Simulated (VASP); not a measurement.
# Ta (Fd-3m) in VASP: further runs, part 2 of 2

VASP 6.6.1. Earlier steps stand in the parts before.

### 3 Single point, LDA (volume scaled by 0.75)

INCAR reads:

```
PREC = Accurate
ENCUT = 520
EDIFF = 1E-6
ISMEAR = -1
SIGMA = 0.08
LREAL = False
LASPH = True
NELM = 100
ALGO = Normal
ISIF = 2
LWAVE = False
LCHARG = False
NBANDS = 18
```

KPOINTS reads:

```
Automatic mesh
0
Gamma
  13 13 13
```

POSCAR reads:

```
Ta
1.0
    0.0000000000      2.6953096699      2.6953096699
    2.6953096699      0.0000000000      2.6953096699
    2.6953096699      2.6953096699      0.0000000000
Ta
2
Direct
   -0.1250000000     -0.1250000000     -0.1250000000
    0.1250000000      0.1250000000      0.1250000000
```

Potentials or basis: VASP PAW LDA potentials, release 64 (Ta_pv).

Command:

```console
cat potpaw_LDA.64/Ta_pv/POTCAR > POTCAR
mpirun -np 1 vasp_std > vasp.out
```

OUTCAR:

```text
PREC = Accurate
   ENCUT = 520
   EDIFF = 1E-6
   ISMEAR = -1
   LREAL = False
   LASPH = True
   NELM = 100
   ISIF = 2

 ion  position               nearest neighbor table
   1  0.875  0.875  0.875-   2 2.33   2 2.33   2 2.33   2 2.33
   2  0.125  0.125  0.125-   1 2.33   1 2.33   1 2.33   1 2.33

  LATTYP: Found a face centered cubic cell.
 ALAT       =     5.3906193398

  Lattice vectors:

 A1 = (   0.0000000000,   2.6953096699,   2.6953096699)
 A2 = (   2.6953096699,   0.0000000000,   2.6953096699)
 A3 = (   2.6953096699,   2.6953096699,   0.0000000000)

Analysis of symmetry for initial positions (statically):
=====================================================================
 Subroutine PRICEL returns:
 Original cell was already a primitive cell.

 Routine SETGRP: Setting up the symmetry group for a
 face centered cubic supercell.

 Subroutine GETGRP returns: Found 48 space group operations
 (whereof 12 operations were pure point group operations)
 out of a pool of 48 trial point group operations.

The static configuration has the point symmetry D_3d.
 The point group associated with its full space group is O_h .

Analysis of symmetry for dynamics (positions and initial velocities):
=====================================================================
 Subroutine PRICEL returns:
 Original cell was already a primitive cell.

 Routine SETGRP: Setting up the symmetry group for a
 face centered cubic supercell.

 Subroutine GETGRP returns: Found 48 space group operations
 (whereof 12 operations were pure point group operations)
 out of a pool of 48 trial point group operations.

The dynamic configuration has the point symmetry D_3d.
 The point group associated with its full space group is O_h .

 Subroutine INISYM returns: Found 48 space group operations
 (whereof 12 operations are pure point group operations),
 and found     1 'primitive' translations

----------------------------------------------------------------------------------------

                                     Primitive cell

  volume of cell :      39.1612

  direct lattice vectors                    reciprocal lattice vectors
     0.000000000  2.695309670  2.695309670    -0.185507441  0.185507441  0.185507441
     2.695309670  0.000000000  2.695309670     0.185507441 -0.185507441  0.185507441
     2.695309670  2.695309670  0.000000000     0.185507441  0.185507441 -0.185507441

  length of vectors
     3.811743490  3.811743490  3.811743490     0.321308313  0.321308313  0.321308313

  position of ions in fractional coordinates (direct lattice)
     0.875000000  0.875000000  0.875000000
     0.125000000  0.125000000  0.125000000

  ion indices of the primitive-cell ions
   primitive index   ion index
                 1           1
                 2           2

----------------------------------------------------------------------------------------

 KPOINTS: Automatic mesh

Automatic generation of k-mesh.
 Grid dimensions read from file:
 generate k-points for:   13   13   13

 Generating k-lattice:

  Cartesian coordinates                     Fractional coordinates (reciprocal lattice)
    -0.014269803  0.014269803  0.014269803     0.076923077  0.000000000  0.000000000
     0.014269803 -0.014269803  0.014269803     0.000000000  0.076923077  0.000000000
     0.014269803  0.014269803 -0.014269803     0.000000000  0.000000000  0.076923077

  Length of vectors
     0.024716024  0.024716024  0.024716024

  Shift w.r.t. Gamma in fractional coordinates (k-lattice)
     0.000000000  0.000000000  0.000000000

 Subroutine IBZKPT returns following result:
 ===========================================

 Found     84 irreducible k-points:

 Following reciprocal coordinates:
            Coordinates               Weight
  0.000000  0.000000  0.000000      1.000000
  0.076923  0.000000  0.000000      8.000000
  0.153846  0.000000  0.000000      8.000000
  0.230769  0.000000  0.000000      8.000000
  0.307692  0.000000  0.000000      8.000000
  0.384615  0.000000  0.000000      8.000000
[... 16 lines left out ...]
  0.384615  0.153846  0.000000     24.000000
  0.461538  0.153846  0.000000     24.000000
 [... further k-points ...]
   k-points           NKPTS =     84   k-points in BZ     NKDIM =     84   number of bands    NBANDS=     18
   number of dos      NEDOS =    301   number of ions     NIONS =      2
   total plane-waves  NPLWV =  21952
   dimension x,y,z NGX =    28 NGY =   28 NGZ =   28
   dimension x,y,z NGXF=    56 NGYF=   56 NGZF=   56
   ions per type =               2
   NGX,Y,Z   is equivalent  to a cutoff of  12.21, 12.21, 12.21 a.u.
   NGXF,Y,Z  is equivalent  to a cutoff of  24.42, 24.42, 24.42 a.u.
 SYSTEM =  unknown system
   PREC   = accura    normal or accurate (medium, high low for compatibility)
   ISTART =      0    job   : 0-new  1-cont  2-samecut
   ICHARG =      2    charge: 1-file 2-atom 10-const
   ISPIN  =      1    spin polarized calculation?
   LNONCOLLINEAR =      F non collinear calculations
   LSORBIT =      F    spin-orbit coupling
   LASPH  =      T    aspherical Exc in radial PAW
   ENCUT  =  520.0 eV  38.22 Ry    6.18 a.u.   7.09  7.09  7.09*2*pi/ulx,y,z
   NELM   =    100;   NELMIN=  2; NELMDL= -5     # of ELM steps
   EDIFF  = 0.1E-05   stopping-criterion for ELM
   LREAL  =      F    real-space projection
   EDIFFG = 0.1E-04   stopping-criterion for IOM
   NSW    =      0    number of steps for IOM
   IBRION =     -1    ionic relax: 0-MD 1-quasi-New 2-CG
   NFREE  =      0    steps in history (QN), initial steepest desc. (CG)
   ISIF   =      2    stress and relaxation
   ISYM   =      2    0-nonsym 1-usesym 2-fastsym
   POTIM  = 0.5000    time-step for ionic-motion
   TEBEG  =    0.0;   TEEND  =   0.0 temperature during run
   PSTRESS=    0.0 pullay stress
   NELECT =      22.0000    total number of electrons
   NUPDOWN=      -1.0000    fix difference up-down
   EMIN   =  10.00;   EMAX   =-10.00  energy-range for DOS
   EFERMI =   0.00;   METHOD = LEGACY
   ISMEAR =    -1;   SIGMA  =   0.08  broadening in eV -4-tet -1-fermi 0-gaus
   EFERMI_NEDOS =   21; number of points for ismear=-14 and -15
   IALGO  =     38    algorithm
   IMIX   =      4    mixing-type and parameters
     AMIX     =   0.40;   BMIX     =  1.00
     AMIX_MAG =   1.60;   BMIX_MAG =  1.00
  volume/ion in A,a.u.               =      19.58       132.14
  Fermi-wavevector in a.u.,A,eV,Ry     =   1.350819  2.552677 24.826702  1.824711
  Thomas-Fermi vector in A             =   2.478292
   LORBIT       =      0    0 simple, 1 ext, 2 COOP (PROOUT), +10 PAW based schemes
   GGA     = CA    functional components
   LHFCALC =     F    Hartree Fock is set to
   AEXX    =    0.0000 exact exchange contribution
   IVDW    =     0    specifies the selected vdW correction
   LEPSILON=     F    determine dielectric tensor
   LRPA    =     F    only Hartree local field effects (RPA)
 non-spin polarized calculation
  energy-cutoff  :      520.00
  volume of cell :       39.16
 maximum number of plane-waves:      1067
   NGX = 15   NGY = 15   NGZ = 15

 number of electron      22.0000005 magnetization

 Free energy of the ion-electron system (eV)
  ---------------------------------------------------
  ext. energy  EPLUGINS =         0.00000000
  ---------------------------------------------------
  free energy    TOTEN  =       -18.41451005 eV

  energy without entropy =      -18.35825330  energy(sigma->0) =      -18.38638168

 E-fermi :   4.5633     XC(G=0): -11.9412

 val. band max:        4.5533677287   @ k =  -0.0769   0.0769   0.0000
 cond. band min:       4.5661588260   @ k =   0.4615   0.3077   0.0000
 fundamental gap:      0.0127910974
 Fermi energy:         4.5633406687

 k-point     1 :       0.0000    0.0000    0.0000
  band No.  band energies     occupation
      1     -29.9705      2.00000
      2     -29.9705      2.00000
      3     -29.9705      2.00000
      4     -27.9391      2.00000
      5     -27.9391      2.00000
      6     -27.9391      2.00000
[... 10 lines left out ...]
     17      12.9449      0.00000
     18      15.7791      0.00000

 k-point     2 :       0.0769    0.0000    0.0000
  band No.  band energies     occupation
      1     -29.9867      2.00000
      2     -29.9867      2.00000
      3     -29.9721      2.00000
      4     -27.9378      2.00000
      5     -27.9199      2.00000
      6     -27.9199      2.00000
[... 10 lines left out ...]
     17      12.9033      0.00000
     18      15.6023      0.00000
[... 442 lines left out ...]
 k-point    24 :       0.4615    0.1538    0.0000
  band No.  band energies     occupation
      1     -30.3690      2.00000
      2     -30.2775      2.00000
      3     -29.7267      2.00000
      4     -28.1882      2.00000
      5     -27.5669      2.00000
      6     -27.4873      2.00000
[... 10 lines left out ...]
     17      11.7812      0.00000
     18      11.9496      0.00000

 [... further k-points ...]
[... 5 lines left out ...]
  --------------------------------------------------------------------------------------
  -------------------------------------------------------------------------------------
  Total        9.7462352      9.7462352      9.7462352     -0.0000000     -0.0000000      0.0000000
  in kB      398.7415251    398.7415251    398.7415251     -0.0000000     -0.0000000      0.0000000
  external PRESSURE =     398.7415251 kB  Pullay stress =       0.0000000 kB

 VOLUME and BASIS-vectors are now :
 -----------------------------------------------------------------------------
  energy-cutoff  :      520.00
  volume of cell :       39.16
      direct lattice vectors                 reciprocal lattice vectors
     0.000000000  2.695309670  2.695309670    -0.185507441  0.185507441  0.185507441
     2.695309670  0.000000000  2.695309670     0.185507441 -0.185507441  0.185507441
     2.695309670  2.695309670  0.000000000     0.185507441  0.185507441 -0.185507441

 POSITION                                       TOTAL-FORCE (eV/Angst)
 -----------------------------------------------------------------------------------
      4.71679      4.71679      4.71679         0.000000     -0.000000     -0.000000
      0.67383      0.67383      0.67383        -0.000000      0.000000      0.000000
 -----------------------------------------------------------------------------------
    total drift:                                0.000000     -0.000000     -0.000000

  FREE ENERGIE OF THE ION-ELECTRON SYSTEM (eV)
  ---------------------------------------------------
  free  energy   TOTEN  =       -18.4145100529 eV

  energy  without entropy=      -18.3582533019  energy(sigma->0) =      -18.38638168
```

OSZICAR:

```text
N       E                     dE             d eps       ncg     rms          rms(c)
DAV:   1     0.180140317262E+03    0.18014E+03   -0.12834E+04  3024   0.125E+03
DAV:   2    -0.139511598733E+02   -0.19409E+03   -0.19006E+03  3642   0.355E+02
DAV:   3    -0.186352318954E+02   -0.46841E+01   -0.45875E+01  3686   0.526E+01
DAV:   4    -0.186737519812E+02   -0.38520E-01   -0.38450E-01  3540   0.496E+00
DAV:   5    -0.186741147092E+02   -0.36273E-03   -0.36264E-03  3564   0.443E-01    0.231E+01
DAV:   6    -0.185004928086E+02    0.17362E+00   -0.43968E-02  3508   0.204E+00    0.134E+01
DAV:   7    -0.184144686819E+02    0.86024E-01   -0.73138E-02  3232   0.253E+00    0.231E-01
DAV:   8    -0.184144952615E+02   -0.26580E-04   -0.38409E-03  3352   0.503E-01    0.976E-02
DAV:   9    -0.184145102696E+02   -0.15008E-04   -0.67185E-05  3838   0.593E-02    0.423E-02
DAV:  10    -0.184145100529E+02    0.21674E-06   -0.75284E-06  3356   0.237E-02
   1 F= -.18414510E+02 E0= -.18386382E+02  d E =-.562568E-01
```

Run time: 15 s. Hardware: 1 thread of Intel Xeon 6975P-C (Granite Rapids), shared host; peak memory 0.17 GiB.

What came out:

```yaml
Free_energy: -18.4145 eV
Pressure: 39.9 GPa
Band_gap_on_the_k_mesh: zero (band 11 reaches 5.03 eV, above the bottom of band 12 at 3.61 eV)
```

Levels at points of the mesh, in eV from the Fermi level:
```
           k point  band 9  band 10  band 11  band 12  band 13  band 14
(0.00, 0.00, 0.00)   -2.40    -0.51    -0.51    -0.51     2.72     2.72
```

Caveat: spin-orbit coupling is left out, which moves the levels of the heavy elements.

### 4 Single point, LDA (volume scaled by 0.85)

INCAR reads:

```
PREC = Accurate ; ENCUT = 520
EDIFF = 1E-6 ; ISMEAR = -1
SIGMA = 0.08 ; LREAL = F
LASPH = T ; NELM = 100
ALGO = Normal ; ISIF = 2
LWAVE = F ; LCHARG = F
NBANDS = 18
```

KPOINTS is that of step 3.

POSCAR reads:

```
Ta
1.0
    0.0000000000      2.8101395689      2.8101395689
    2.8101395689      0.0000000000      2.8101395689
    2.8101395689      2.8101395689      0.0000000000
Ta
2
Direct
   -0.1250000000     -0.1250000000     -0.1250000000
    0.1250000000      0.1250000000      0.1250000000
```

Potentials or basis: VASP PAW LDA potentials, release 64 (Ta_pv).

Command:

```console
cat potpaw_LDA.64/Ta_pv/POTCAR > POTCAR
mpirun -np 1 vasp_std > vasp.out
```

OUTCAR:

```text
PREC = Accurate
   ENCUT = 520
   EDIFF = 1E-6
   ISMEAR = -1
   LREAL = F
   LASPH = T
   NELM = 100
   ISIF = 2

 ion  position               nearest neighbor table
   1  0.875  0.875  0.875-   2 2.43   2 2.43   2 2.43   2 2.43
   2  0.125  0.125  0.125-   1 2.43   1 2.43   1 2.43   1 2.43

  LATTYP: Found a face centered cubic cell.
 ALAT       =     5.6202791378

  Lattice vectors:

 A1 = (   0.0000000000,   2.8101395689,   2.8101395689)
 A2 = (   2.8101395689,   0.0000000000,   2.8101395689)
[... 690 lines left out ...]

------------------------ aborting loop because EDIFF is reached ----------------------------------------

  FORCE on cell =-STRESS in cart. coord.  units (eV):
  Direction    XX          YY          ZZ          XY          YZ          ZX
  --------------------------------------------------------------------------------------
  -------------------------------------------------------------------------------------
  Total        4.9432499      4.9432499      4.9432499     -0.0000000     -0.0000000     -0.0000000
  in kB      178.4470960    178.4470960    178.4470960     -0.0000000     -0.0000000     -0.0000000
  external PRESSURE =     178.4470960 kB  Pullay stress =       0.0000000 kB

 VOLUME and BASIS-vectors are now :
 -----------------------------------------------------------------------------
  energy-cutoff  :      520.00
  volume of cell :       44.38
      direct lattice vectors                 reciprocal lattice vectors
     0.000000000  2.810139569  2.810139569    -0.177927106  0.177927106  0.177927106
     2.810139569  0.000000000  2.810139569     0.177927106 -0.177927106  0.177927106
     2.810139569  2.810139569  0.000000000     0.177927106  0.177927106 -0.177927106

 POSITION                                       TOTAL-FORCE (eV/Angst)
 -----------------------------------------------------------------------------------
      4.91774      4.91774      4.91774        -0.000000     -0.000000     -0.000000
      0.70253      0.70253      0.70253         0.000000      0.000000      0.000000
 -----------------------------------------------------------------------------------
    total drift:                               -0.000000      0.000000      0.000000

  FREE ENERGIE OF THE ION-ELECTRON SYSTEM (eV)
  ---------------------------------------------------
  free  energy   TOTEN  =       -19.3240099323 eV

  energy  without entropy=      -19.2543371207  energy(sigma->0) =      -19.28917353
```

OSZICAR:

```text
N       E                     dE             d eps       ncg     rms          rms(c)
DAV:   1     0.176386107285E+03    0.17639E+03   -0.12689E+04  3024   0.121E+03
DAV:   2    -0.150468196974E+02   -0.19143E+03   -0.18780E+03  3672   0.348E+02
DAV:   3    -0.195463958963E+02   -0.44996E+01   -0.44084E+01  3614   0.504E+01
DAV:   4    -0.195900743854E+02   -0.43678E-01   -0.43580E-01  3696   0.513E+00
DAV:   5    -0.195905017997E+02   -0.42741E-03   -0.42734E-03  3594   0.475E-01    0.184E+01
DAV:   6    -0.194058576096E+02    0.18464E+00   -0.10519E-01  3826   0.285E+00    0.103E+01
DAV:   7    -0.193252057009E+02    0.80652E-01   -0.10170E-01  3640   0.291E+00    0.467E-01
DAV:   8    -0.193239925248E+02    0.12132E-02   -0.73677E-03  3342   0.628E-01    0.863E-02
DAV:   9    -0.193240080975E+02   -0.15573E-04   -0.11805E-04  3676   0.772E-02    0.365E-02
DAV:  10    -0.193240100826E+02   -0.19852E-05   -0.94494E-06  3492   0.284E-02    0.483E-03
DAV:  11    -0.193240099323E+02    0.15032E-06   -0.42477E-07  1798   0.610E-03
   1 F= -.19324010E+02 E0= -.19289174E+02  d E =-.696728E-01
```

stdout:

```text
POSCAR found type information on POSCAR Ta
 POSCAR found :  1 types and       2 ions
 scaLAPACK will be used
 LDA part: xc-table for (Slater(with rela. corr.)+CA(PZ))
 , standard interpolation
 POSCAR, INCAR and KPOINTS ok, starting setup
 FFT: planning ... GRIDC
 FFT: planning ... GRID_SOFT
 FFT: planning ... GRID
 WAVECAR not read
 entering main loop
```

Wall time 21 s (1 thread of Intel Xeon 6975P-C (Granite Rapids), shared host); peak memory 0.18 GiB.

Results:

```
Free energy            : -19.3240 eV
Pressure               : 17.8 GPa
Band gap on the k mesh : zero (band 11 reaches 3.90 eV, above the bottom of band 12 at 2.86 eV)
```

Caveat: spin-orbit coupling is left out, which moves the levels of the heavy elements.
